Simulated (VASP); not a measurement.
Wanted: the native input for a VASP 6.6.1 run.

| Quantity | Value |
| --- | --- |
| Task | single point |
| Functional | PBE |
| Potentials or basis | VASP PAW PBE potentials, release 64 (Fe) |
| Cutoff | 520 eV |
| k mesh | 12 × 12 × 12 |
| Occupations | gaussian, width 0.15 eV |
| Spin | collinear spin, ferromagnetic start |
| Starting moments | [2.44] μB |
| Dipole correction | no |
| Further INCAR settings | ALGO = Normal; EDIFF = 1e-07; NBANDS = 14 |

The structure of Fe lies in POSCAR:

```
Fe
1.0
   -1.5011946238      1.5011946238      1.2928288101
    1.5011946238     -1.5011946238      1.2928288101
    1.5011946238      1.5011946238     -1.2928288101
Fe
1
Direct
    0.0000000000      0.0000000000      0.0000000000
```

This cell differs from its parent crystal: volume 11.654 Å^3 an atom, c/a of the conventional cell 0.8612.

One way to write it, as run:

INCAR

```
SYSTEM = Fe
  ALGO = Normal
  EDIFF = 1E-7
  ENCUT = 520
  GGA = PE
  ISIF = 2
  ISMEAR = 0
  ISPIN = 2
  LASPH = .TRUE.
  LCHARG = .FALSE.
  LMAXMIX = 4
  LORBIT = 11
  LREAL = .FALSE.
  LWAVE = .FALSE.
  MAGMOM = 2.44
  NBANDS = 14
  NELM = 150
  PREC = Accurate
  SIGMA = 0.15
```

KPOINTS

```
k-points
0
G
  12 12 12
  0 0 0
```

Potentials or basis: VASP PAW PBE potentials, release 64 (Fe).

Launch:

```console
$ cat potpaw_PBE.64/Fe/POTCAR > POTCAR
$ mpirun -np 1 vasp_std > vasp.out
```

It gave:

```yaml
Pressure: -0.6 GPa
Net_moment: 2.34 μB per cell
Site_moments: Fe +2.33 μB
Valence_electrons_inside_the_program's_atomic_spheres: Fe 7.22
```

Wall time 51 s on 1 thread of AMD EPYC 7R43 64-Core Processor (Zen 3), with other jobs on the host, peak memory 0.12 GiB.
